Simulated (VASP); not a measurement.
# WSe2 in VASP: single point with PBE+D3(BJ)

Aim: the single point of WSe2 with PBE+D3(BJ).

Program: VASP 6.6.1. These are calculated values, not measurements. Logs are shortened: lines on timing, memory, paths and dates and some standing lists are left out, and cuts for length are marked.

### 1 The cell of the first run

The cell holds a sheet with vacuum, 6 atoms: a = 3.331 Å, b = 3.331 Å, c = 43.468 Å, α = 90.00°, β = 90.00°, γ = 120.00°.

### 2 Single point, PBE+D3(BJ)

INCAR reads:

```
  ALGO = Normal
  DIPOL = 0.5 0.5 0.345
  EDIFF = 1E-6
  ENCUT = 400
  GGA = PE
  GGA_COMPAT = False
  IDIPOL = 3
  ISIF = 2
  ISMEAR = 0
  IVDW = 12
  LASPH = True
  LCHARG = False
  LDIPOL = True
  LREAL = False
  LWAVE = False
  NBANDS = 35
  NELM = 120
  NELMDL = -8
  PREC = Accurate
  SIGMA = 0.01
```

KPOINTS reads:

```
k-points
0
Gamma
  12 12 1
```

POSCAR reads:

```
WSe2
1.0
    3.3312300000      0.0000000000      0.0000000000
   -1.6656150000      2.8849298058      0.0000000000
    0.0000000000      0.0000000000     43.4680000000
W Se
2 4
Direct
    0.3333333333      0.6666666667      0.4183242199
    0.6666666667      0.3333333333      0.2718386585
    0.6666666667      0.3333333333      0.4566761145
    0.6666666667      0.3333333333      0.3799931923
    0.3333333333      0.6666666667      0.3101696861
    0.3333333333      0.6666666667      0.2334867639
```

Potentials or basis: VASP PAW PBE potentials, release 64 (W_sv, Se).

Launch:

```console
$ cat potpaw_PBE.64/W_sv/POTCAR potpaw_PBE.64/Se/POTCAR > POTCAR
$ mpirun -np 1 vasp_std > vasp.out
```

OUTCAR:

```text
EDIFF = 1E-6
   ENCUT = 400
   GGA = PE
   ISIF = 2
   ISMEAR = 0
   IVDW = 12
   LASPH = True
   LREAL = False
   NELM = 120
   NELMDL = -8
   PREC = Accurate
 IVDW          = 12

 ion  position               nearest neighbor table
   1  0.333  0.667  0.418-   4 2.54   4 2.54   4 2.54   3 2.55   3 2.55   3 2.55
   2  0.667  0.333  0.272-   5 2.54   5 2.54   5 2.54   6 2.55   6 2.55   6 2.55
   3  0.667  0.333  0.457-   1 2.55   1 2.55   1 2.55
   4  0.667  0.333  0.380-   1 2.54   1 2.54   1 2.54
   5  0.333  0.667  0.310-   2 2.54   2 2.54   2 2.54
   6  0.333  0.667  0.233-   2 2.55   2 2.55   2 2.55

  LATTYP: Found a hexagonal cell.
 ALAT       =     3.3312300000
 C/A-ratio  =    13.0486336879

  Lattice vectors:

 A1 = (   3.3312300000,   0.0000000000,   0.0000000000)
 A2 = (  -1.6656150000,   2.8849298058,   0.0000000000)
 A3 = (   0.0000000000,   0.0000000000,  43.4680000000)

Analysis of symmetry for initial positions (statically):
=====================================================================
 Subroutine PRICEL returns:
 Original cell was already a primitive cell.

 Routine SETGRP: Setting up the symmetry group for a
 hexagonal supercell.

 Subroutine GETGRP returns: Found 12 space group operations
 (whereof  6 operations were pure point group operations)
 out of a pool of 24 trial point group operations.

The static configuration has the point symmetry C_3v.
 The point group associated with its full space group is D_3d.

Analysis of symmetry for dynamics (positions and initial velocities):
=====================================================================
 Subroutine PRICEL returns:
 Original cell was already a primitive cell.

 Routine SETGRP: Setting up the symmetry group for a
 hexagonal supercell.

 Subroutine GETGRP returns: Found 12 space group operations
 (whereof  6 operations were pure point group operations)
 out of a pool of 24 trial point group operations.

The dynamic configuration has the point symmetry C_3v.
 The point group associated with its full space group is D_3d.

 Subroutine INISYM returns: Found 12 space group operations
 (whereof  6 operations are pure point group operations),
 and found     1 'primitive' translations

----------------------------------------------------------------------------------------

                                     Primitive cell

  volume of cell :     417.7433

  direct lattice vectors                    reciprocal lattice vectors
     3.331230000  0.000000000  0.000000000     0.300189420  0.173314442  0.000000000
    -1.665615000  2.884929806  0.000000000     0.000000000  0.346628884  0.000000000
     0.000000000  0.000000000 43.468000000     0.000000000  0.000000000  0.023005429

  length of vectors
     3.331230000  3.331230000 43.468000000     0.346628884  0.346628884  0.023005429

  position of ions in fractional coordinates (direct lattice)
     0.333333333  0.666666667  0.418324220
     0.666666667  0.333333333  0.271838659
     0.666666667  0.333333333  0.456676114
     0.666666667  0.333333333  0.379993192
     0.333333333  0.666666667  0.310169686
     0.333333333  0.666666667  0.233486764

  ion indices of the primitive-cell ions
   primitive index   ion index
                 1           1
                 2           2
                 3           3
                 4           4
                 5           5
                 6           6

----------------------------------------------------------------------------------------

 KPOINTS: k-points

Automatic generation of k-mesh.
 Grid dimensions read from file:
 generate k-points for:   12   12    1

 Generating k-lattice:

  Cartesian coordinates                     Fractional coordinates (reciprocal lattice)
     0.025015785  0.014442870  0.000000000     0.083333333  0.000000000  0.000000000
     0.000000000  0.028885740  0.000000000     0.000000000  0.083333333  0.000000000
     0.000000000  0.000000000  0.023005429     0.000000000  0.000000000  1.000000000

  Length of vectors
     0.028885740  0.028885740  0.023005429

  Shift w.r.t. Gamma in fractional coordinates (k-lattice)
     0.000000000  0.000000000  0.000000000

 Subroutine IBZKPT returns following result:
 ===========================================

 Found     19 irreducible k-points:

 Following reciprocal coordinates:
            Coordinates               Weight
  0.000000  0.000000  0.000000      1.000000
  0.083333  0.000000  0.000000      6.000000
  0.166667  0.000000  0.000000      6.000000
  0.250000  0.000000  0.000000      6.000000
  0.333333  0.000000  0.000000      6.000000
  0.416667  0.000000  0.000000      6.000000
[... 11 lines left out ...]
  0.333333  0.250000  0.000000     12.000000
  0.333333  0.333333  0.000000      2.000000
   k-points           NKPTS =     19   k-points in BZ     NKDIM =     19   number of bands    NBANDS=     35
   number of dos      NEDOS =    301   number of ions     NIONS =      6
   total plane-waves  NPLWV = 165888
   dimension x,y,z NGX =    24 NGY =   24 NGZ =  288
   dimension x,y,z NGXF=    48 NGYF=   48 NGZF=  576
   ions per type =               2   4
   NGX,Y,Z   is equivalent  to a cutoff of  11.98, 11.98, 11.01 a.u.
   NGXF,Y,Z  is equivalent  to a cutoff of  23.95, 23.95, 22.03 a.u.
 SYSTEM =  unknown system
   PREC   = accura    normal or accurate (medium, high low for compatibility)
   ISTART =      0    job   : 0-new  1-cont  2-samecut
   ICHARG =      2    charge: 1-file 2-atom 10-const
   ISPIN  =      1    spin polarized calculation?
   LNONCOLLINEAR =      F non collinear calculations
   LSORBIT =      F    spin-orbit coupling
   LASPH  =      T    aspherical Exc in radial PAW
   ENCUT  =  400.0 eV  29.40 Ry    5.42 a.u.   5.43  5.43 70.89*2*pi/ulx,y,z
   NELM   =    120;   NELMIN=  2; NELMDL= -8     # of ELM steps
   EDIFF  = 0.1E-05   stopping-criterion for ELM
   LREAL  =      F    real-space projection
   EDIFFG = 0.1E-04   stopping-criterion for IOM
   NSW    =      0    number of steps for IOM
   IBRION =     -1    ionic relax: 0-MD 1-quasi-New 2-CG
   NFREE  =      0    steps in history (QN), initial steepest desc. (CG)
   ISIF   =      2    stress and relaxation
   ISYM   =      2    0-nonsym 1-usesym 2-fastsym
   POTIM  = 0.5000    time-step for ionic-motion
   TEBEG  =    0.0;   TEEND  =   0.0 temperature during run
   PSTRESS=    0.0 pullay stress
   NELECT =      52.0000    total number of electrons
   NUPDOWN=      -1.0000    fix difference up-down
   EMIN   =  10.00;   EMAX   =-10.00  energy-range for DOS
   EFERMI =   0.00;   METHOD = LEGACY
   ISMEAR =     0;   SIGMA  =   0.01  broadening in eV -4-tet -1-fermi 0-gaus
   EFERMI_NEDOS =   21; number of points for ismear=-14 and -15
   IALGO  =     38    algorithm
   IMIX   =      4    mixing-type and parameters
     AMIX     =   0.40;   BMIX     =  1.00
     AMIX_MAG =   1.60;   BMIX_MAG =  1.00
  volume/ion in A,a.u.               =      69.62       469.85
  Fermi-wavevector in a.u.,A,eV,Ry     =   0.817409  1.544679  9.090835  0.668158
  Thomas-Fermi vector in A             =   1.927852
   LORBIT       =      0    0 simple, 1 ext, 2 COOP (PROOUT), +10 PAW based schemes
   GGA     = PE    functional components
   LHFCALC =     F    Hartree Fock is set to
   AEXX    =    0.0000 exact exchange contribution
   IVDW    =    12    specifies the selected vdW correction
   LEPSILON=     F    determine dielectric tensor
   LRPA    =     F    only Hartree local field effects (RPA)
 non-spin polarized calculation
 Gauss-broadening in eV      SIGMA  =   0.01
  energy-cutoff  :      400.00
  volume of cell :      417.74
 maximum number of plane-waves:      7737
 NGX is ok and might be reduce to    24
   NGX = 11   NGY = 11   NGZ =141

 dipolmoment           0.000000      0.000000      0.000115 electrons x Angstroem

 number of electron      51.9999995 magnetization

 dipolmoment           0.000000      0.000000     -0.000005 electrons x Angstroem

 Free energy of the ion-electron system (eV)
  ---------------------------------------------------
  ext. energy  EPLUGINS =         0.00000000
  ---------------------------------------------------
  free energy    TOTEN  =       -43.18194916 eV

  energy without entropy =      -43.18194916  energy(sigma->0) =      -43.18194916

 E-fermi :  -1.5306     XC(G=0):  -3.4200

 val. band max:       -1.6256663593   @ k =   0.0000   0.0000   0.0000
 cond. band min:      -0.4092364442   @ k =   0.3333   0.3333   0.0000
 fundamental gap:      1.2164299151
 Fermi energy:        -1.5306342390

 k-point     1 :       0.0000    0.0000    0.0000
  band No.  band energies     occupation
      1     -75.9743      2.00000
      2     -75.9743      2.00000
      3     -40.1879      2.00000
      4     -40.1879      2.00000
      5     -40.0995      2.00000
      6     -40.0995      2.00000
[... 27 lines left out ...]
     34       1.2253      0.00000
     35       2.4346      0.00000

 k-point     2 :       0.0833    0.0000    0.0000
  band No.  band energies     occupation
      1     -75.9738      2.00000
      2     -75.9737      2.00000
      3     -40.1853      2.00000
      4     -40.1853      2.00000
      5     -40.1132      2.00000
      6     -40.1132      2.00000
[... 27 lines left out ...]
     34       1.1908      0.00000
     35       2.7958      0.00000

 k-point     3 :       0.1667    0.0000    0.0000
  band No.  band energies     occupation
      1     -75.9722      2.00000
      2     -75.9722      2.00000
      3     -40.1782      2.00000
      4     -40.1782      2.00000
      5     -40.1505      2.00000
      6     -40.1505      2.00000
[... 27 lines left out ...]
     34       1.6138      0.00000
     35       3.2635      0.00000

 k-point     4 :       0.2500    0.0000    0.0000
  band No.  band energies     occupation
      1     -75.9701      2.00000
      2     -75.9700      2.00000
      3     -40.2011      2.00000
      4     -40.2011      2.00000
      5     -40.1685      2.00000
      6     -40.1685      2.00000
[... 27 lines left out ...]
     34       2.0578      0.00000
     35       3.8048      0.00000

 k-point     5 :       0.3333    0.0000    0.0000
  band No.  band energies     occupation
      1     -75.9679      2.00000
      2     -75.9679      2.00000
      3     -40.2512      2.00000
      4     -40.2511      2.00000
      5     -40.1588      2.00000
      6     -40.1587      2.00000
[... 448 lines left out ...]
 k-point    17 :       0.2500    0.2500    0.0000
  band No.  band energies     occupation
      1     -75.9658      2.00000
      2     -75.9658      2.00000
      3     -40.2637      2.00000
      4     -40.2637      2.00000
      5     -40.1853      2.00000
      6     -40.1852      2.00000
[... 27 lines left out ...]
     34       2.8560      0.00000
     35       4.0560      0.00000

 k-point    18 :       0.3333    0.2500    0.0000
  band No.  band energies     occupation
      1     -75.9650      2.00000
      2     -75.9650      2.00000
      3     -40.2663      2.00000
      4     -40.2663      2.00000
      5     -40.2054      2.00000
      6     -40.2054      2.00000
[... 27 lines left out ...]
     34       2.8384      0.00000
     35       3.7639      0.00000

 k-point    19 :       0.3333    0.3333    0.0000
  band No.  band energies     occupation
      1     -75.9647      2.00000
      2     -75.9647      2.00000
      3     -40.2509      2.00000
      4     -40.2508      2.00000
      5     -40.2292      2.00000
      6     -40.2292      2.00000
[... 27 lines left out ...]
     34       2.8248      0.00000
     35       4.0675      0.00000

------------------------ aborting loop because EDIFF is reached ----------------------------------------

 vacuum level on the upper side and lower side of the slab       (xc-potential included)        -0.112        -0.114

 Edisp (eV)   -2.35882

 E8    (eV) :    -1.0864

  FORCE on cell =-STRESS in cart. coord.  units (eV):
  Direction    XX          YY          ZZ          XY          YZ          ZX
  --------------------------------------------------------------------------------------
  -------------------------------------------------------------------------------------
  Total      -2.33075    -2.33075     0.25574    -0.00000     0.00000    -0.00000
  in kB      -8.93916    -8.93916     0.98085    -0.00000     0.00000    -0.00000
  external pressure =       -5.63 kB  Pullay stress =        0.00 kB

 VOLUME and BASIS-vectors are now :
 -----------------------------------------------------------------------------
  energy-cutoff  :      400.00
  volume of cell :      417.74
      direct lattice vectors                 reciprocal lattice vectors
     3.331230000  0.000000000  0.000000000     0.300189420  0.173314442  0.000000000
    -1.665615000  2.884929806  0.000000000     0.000000000  0.346628884  0.000000000
     0.000000000  0.000000000 43.468000000     0.000000000  0.000000000  0.023005429

 POSITION                                       TOTAL-FORCE (eV/Angst)
 -----------------------------------------------------------------------------------
     -0.00000      1.92329     18.18372        -0.000000      0.000000      0.001446
      1.66562      0.96164     11.81628         0.000000     -0.000000     -0.001446
      1.66562      0.96164     19.85080        -0.000000     -0.000000      0.044745
      1.66562      0.96164     16.51754        -0.000000     -0.000000     -0.044581
     -0.00000      1.92329     13.48246         0.000000     -0.000000      0.044581
     -0.00000      1.92329     10.14920         0.000000      0.000000     -0.044745
 -----------------------------------------------------------------------------------
    total drift:                                0.000000      0.000000     -0.000221

  FREE ENERGIE OF THE ION-ELECTRON SYSTEM (eV)
  ---------------------------------------------------
  free  energy   TOTEN  =       -45.5407703491 eV

  energy  without entropy=      -45.5407703491  energy(sigma->0) =      -45.54077035

 vacuum level on the upper side and lower side of the slab         3.142         3.141
```

It took 19 min on 1 thread of AMD EPYC, shared host; peak memory 0.47 GiB.

Results:

```yaml
Free_energy: -45.5408 eV
Largest_force: 0.045 eV/Å
Band_gap_on_the_k_mesh: 1.22 eV (least direct gap 1.44 eV)
Dispersion_energy_per_atom: -0.393 eV
```

Forces in eV/Å, atoms in the order of the input:
```
W    0.000  0.000  0.001
W    0.000  0.000 -0.001
Se   0.000  0.000  0.045
Se   0.000  0.000 -0.045
Se   0.000  0.000  0.045
Se   0.000  0.000 -0.045
```

Caveat: spin-orbit coupling is left out, which moves the levels of the heavy elements.
